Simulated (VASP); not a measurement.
**TaN: single point with LDA**

Crystal: TaN.

```
CELL_PARAMETERS angstrom
2.95746 0.00000 0.00000
-1.47873 2.56123 0.00000
0.00000 0.00000 2.90209
ATOMIC_POSITIONS crystal
Ta 0.00000 0.00000 0.50000
N 0.66667 0.33333 0.00000
```

This cell differs from its parent crystal: volume scaled by 1.02.

| Item | Value |
| --- | --- |
| Program | VASP 6.6.1 |
| Task | single point |
| Functional | LDA |
| Potentials or basis | VASP PAW LDA potentials, release 64 (Ta_pv, N) |
| Cutoff | 520 eV |
| k mesh | 10 × 10 × 9 |
| Occupations | fermi-dirac, width 0.05 eV |
| Spin | no spin polarisation |
| Dipole correction | no |
| Further INCAR settings | ALGO = Normal; EDIFF = 1e-07; NBANDS = 15 |

```
Pressure               : -16.2 GPa
Band gap on the k mesh : zero (band 8 reaches 8.08 eV, above the bottom of band 9 at 7.81 eV)
```

Stress tensor (GPa, compression positive):
```
-15.49   0.00   0.00
  0.00 -15.49   0.00
  0.00   0.00 -17.66
```

Levels at points of the mesh, in eV from the Fermi level:
| k point | band 6 | band 7 | band 8 | band 9 | band 10 | band 11 |
| --- | --- | --- | --- | --- | --- | --- |
| (0.00, 0.00, 0.00) | -4.49 | -4.14 | -2.88 | 2.19 | 3.46 | 3.46 |
| (0.50, 0.00, 0.00) | -5.12 | -3.43 | -3.12 | 2.83 | 3.88 | 5.04 |

Wall time 22 s on 1 thread of Intel Xeon 8259CL, with other jobs on the host, peak memory 0.14 GiB.

Caveat: spin-orbit coupling is left out, which moves the levels of the heavy elements.
